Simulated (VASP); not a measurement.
The system is CoSi2.

```
Co Si
1.0
     0.00000    2.68250    2.68250
     2.68250    0.00000    2.68250
     2.68250    2.68250    0.00000
Co Si
1 2
Direct
  0.00000 0.00000 0.00000
  0.25000 0.25000 0.25000
  0.75000 0.75000 0.75000
```

| Quantity | Value |
| --- | --- |
| Program | VASP 6.6.1 |
| Task | relaxation of cell and atoms |
| Functional | PBE |
| Dispersion | D3(BJ) |
| Potentials or basis | VASP PAW PBE potentials, release 64 (Co, Si) |
| Cutoff | 600 eV |
| k mesh | 14 × 14 × 14 |
| Occupations | gaussian, width 0.1 eV |
| Spin | no spin polarisation |

At the start: pressure -6.3 GPa; volume 12.87 Å³/atom.

Task: How do energy, volume and symmetry change on relaxing?

Result: Over 3 steps the energy falls by 9.1 meV/atom and the volume is 12.42 Å³/atom (-3.4 %); space group Fm-3m (No. 225, to 0.1 Å) before and after.

The path:
```csv
step,energy change (eV),largest force (eV/Å),pressure (GPa),volume (Å³)
1,0.0000,0.0000,-6.33,38.61
2,0.0086,0.0000,8.36,35.83
3,-0.0274,0.0000,-0.03,37.27
```

Final structure:
```xyz
3
Lattice="0.0000 2.6513 2.6513 2.6513 0.0000 2.6513 2.6513 2.6513 0.0000" Properties=species:S:1:pos:R:3 pbc="T T T"
Co    0.0000    0.0000    0.0000
Si    1.3257    1.3257    1.3257
Si    3.9770    3.9770    3.9770
```

Caveat: the run has no spin polarisation, though such a crystal can be magnetic.
